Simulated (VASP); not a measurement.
A run of VASP 6.6.1 is set up as follows.

INCAR

```
PREC = Accurate ; ENCUT = 520
EDIFF = 1E-6 ; ISMEAR = 0
SIGMA = 0.15 ; LREAL = False
LASPH = True ; NELM = 80
ALGO = Fast ; ISIF = 2
LWAVE = False ; LCHARG = False
GGA = PS ; NBANDS = 12
```

The input KPOINTS:

```
Automatic mesh
0
Gamma
  20 20 20
```

File POSCAR:

```
In
1.0
   -1.6749345000      1.6749345000      2.4739500000
    1.6749345000     -1.6749345000      2.4739500000
    1.6749345000      1.6749345000     -2.4739500000
In
1
Direct
    0.0000000000      0.0000000000      0.0000000000
```

Potentials or basis: VASP PAW PBE potentials, release 64 (In_d).

Launch:

```bash
$ cat potpaw_PBE.64/In_d/POTCAR > POTCAR
$ mpirun -np 1 vasp_std > vasp.out
```

Predict the pressure.

-3.0 GPa.

What does it give for the band gap on the k mesh?

Zero (an odd number of electrons rules out a gap without spin polarisation).

Stress tensor (GPa, compression positive):
```
-3.06  0.00  0.00
 0.00 -3.06  0.00
 0.00  0.00 -2.96
```

Caveat: the cell differs from its parent crystal (strain +0.030 along x and y, +0.000 along z); the cell stands under tension; the PAW data sets were made with another functional, which shifts forces and pressure a little; spin-orbit coupling is left out, which moves the levels of the heavy elements.
